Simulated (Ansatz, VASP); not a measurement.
# P in VASP and in Ansatz

```
P
1.0
     4.36102    0.00000    0.00000
     0.00000    4.36102    0.00000
     0.00000    0.00000    4.20288
P
1
Direct
  0.00000 0.00000 0.00000
```

Change from the starting cell: z stretched by -4 % at fixed volume.

Alike in both runs: task single point; functional PBE; k mesh 10 × 10 × 9; occupations fermi-dirac, width 0.08 eV; no spin polarisation.

```csv
,VASP,Ansatz
version,VASP 6.6.1,Ansatz 0.2.0
potentials or method,"VASP PAW PBE potentials, release 64 (P), cutoff 520 eV","all-electron LAPW, scalar-relativistic"
```

|  | VASP | Ansatz | Ansatz less VASP |
| --- | --- | --- | --- |
| pressure (GPa) | -3.5 | -3.5 | +0.01 |
| traceless stress, the component that is largest in VASP (GPa) | -0.39 | -0.39 | 0.000 |

Ansatz ran all-electron here, and VASP with PAW potentials.
